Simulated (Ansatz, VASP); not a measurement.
**Li4SiN in VASP and in Ansatz**

```
Li Si N
1.0
     4.45480    0.00000    0.00000
    -2.22740    3.85797    0.00000
     0.00000    0.00000    4.87719
Li Si N
4 1 1
Cartesian
  -1.0764 3.1934 0.0000
  0.0000 1.3291 0.0000
  1.0764 3.1934 0.0000
  0.0000 0.0000 2.4386
  0.0000 2.5720 2.4386
  2.2274 1.2860 0.0000
```

Alike in both runs: functional PBE; k mesh 6 × 6 × 4; occupations gaussian, width 0.1 eV; no spin polarisation.

Ansatz relaxed the structure, and its values are those at the end. VASP's run is a single point on that final structure, the one shown.

```csv
,VASP,Ansatz
version,VASP 6.6.1,Ansatz 0.2.0
potentials or method,"VASP PAW PBE potentials, release 64 (Li_sv, Si, N), cutoff 520 eV","scalar-relativistic, plane waves, PAW"
valence electrons in the cell,21,21
```

|  | VASP | Ansatz | Ansatz less VASP |
| --- | --- | --- | --- |
| gap on the k mesh at the Fermi level (eV) | none | none | - |
| rms of the force components (eV/Å) | 0.012 | 0.011 | -0.0017 |

A gap of «none» marks a metal or a gap that the smearing closes.

Noted on VASP's run: the cutoff is under 1.25 times that of the potentials, so the pressure is a little rough.
